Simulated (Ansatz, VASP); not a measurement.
Two plane-wave programs on TiSi

The input INCAR:

```
SYSTEM = TiSi
  ALGO = Normal
  EDIFF = 1E-7
  ENCUT = 520
  GGA = PS
  ISIF = 2
  ISMEAR = 0
  LASPH = .True.
  LCHARG = .True.
  LELF = .True.
  LREAL = .False.
  LVHAR = .True.
  LWAVE = .False.
  NBANDS = 15
  NELM = 80
  PREC = Accurate
  SIGMA = 0.15
```

KPOINTS

```
k-points
0
Gamma
  24 24 18
  0 0 0
```

Contents of POSCAR:

```
TiSi
1.0
    1.8534756698     -2.1245233051      0.0000000000
    1.8534756698      2.1245233051      0.0000000000
    0.0000000000      0.0000000000      3.5876292524
Ti Si
1 1
Direct
    0.5000000000      0.5000000000      0.0000000000
    0.0000000000      0.0000000000      0.5000000000
```

Input for Ansatz:

```yaml
crystal:
  lattice:
    - [1.8534756698, -2.1245233051, 0.0]
    - [1.8534756698, 2.1245233051, 0.0]
    - [0.0, 0.0, 3.5876292524]
  atoms:
    - { symbol: Ti, position: [0.5, 0.5, 0.0] }
    - { symbol: Si, position: [0.0, 0.0, 0.5] }
basis:
  ecutwfc: 420
kpoints:
  mp_grid: { grid: [24, 24, 18] }
hamiltonian:
  xc: pbesol
scf:
  occupations: { method: gaussian, width: 0.15 }
output:
  forces: true
  stress: true
  eigenvalues: true
```

Alike in both runs: task single point; functional PBEsol; k mesh 24 × 24 × 18; occupations gaussian, width 0.15 eV; no spin polarisation.

|  | VASP | Ansatz |
| --- | --- | --- |
| version | VASP 6.6.1 | Ansatz 0.2.0 |
| potentials or method | VASP PAW PBE potentials, release 64 (Ti_sv, Si), cutoff 520 eV | scalar-relativistic, plane waves, PAW |
| valence electrons in the cell | 16 | 16 |

|  | VASP | Ansatz | Ansatz less VASP |
| --- | --- | --- | --- |
| gap on the k mesh at the Fermi level (eV) | none | none | - |
| pressure (GPa) | 1.8 | 1.8 | -0.05 |
| traceless stress, the component that is largest in VASP (GPa) | 6.47 | 6.42 | -0.051 |

VASP's potentials were made for PBE, not for PBEsol. A gap of «none» marks a metal or a gap that the smearing closes. With one functional, cell and mesh, what is left measures potentials, basis and numerics.
